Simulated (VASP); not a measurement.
Set up this calculation in VASP 6.6.1, as the native input.

* Task: single point
* Functional: PBE
* Potentials or basis: VASP PAW PBE potentials, release 64 (S, Zn)
* Cutoff: 520 eV
* k mesh: 6 × 6 × 6
* Occupations: gaussian, width 0.05 eV
* Spin: no spin polarisation
* Dipole correction: no
* Further INCAR settings: ALGO = Normal; EDIFF = 1e-06; NBANDS = 16

The structure of ZnS lies in POSCAR:

```
ZnS
1.0
    0.0000000000      2.5526873887      2.5526873887
    2.5526873887      0.0000000000      2.5526873887
    2.5526873887      2.5526873887      0.0000000000
S Zn
1 1
Direct
    0.0000000000      0.0000000000      0.0000000000
    0.5000000000      0.5000000000      0.5000000000
```

One way to write it, as run:

INCAR

```
SYSTEM = ZnS
PREC = Accurate ; ENCUT = 520
EDIFF = 1E-6 ; ISMEAR = 0
SIGMA = 0.05 ; LREAL = .False.
LASPH = .True. ; NELM = 100
ALGO = Normal ; ISIF = 2
LWAVE = .False. ; LCHARG = .False.
GGA = PE ; NBANDS = 16
```

KPOINTS

```
regular mesh
0
Gamma
  6 6 6
  0 0 0
```

Potentials or basis: VASP PAW PBE potentials, release 64 (S, Zn).

Run with:

```bash
$ cat potpaw_PBE.64/S/POTCAR potpaw_PBE.64/Zn/POTCAR > POTCAR
$ mpirun -np 1 vasp_std > vasp.out
```

It gave:

The pressure is 0.1 GPa and the band gap on the k mesh is zero (bands 9 and 10 overlap by 0.28 eV).

Caveat: semilocal functionals underestimate gaps, so a narrow gap can read as zero.

Wall time 6.9 s on 1 thread of AMD EPYC 7R13 Processor (Zen 3), with other jobs on the host, peak memory 0.12 GiB.
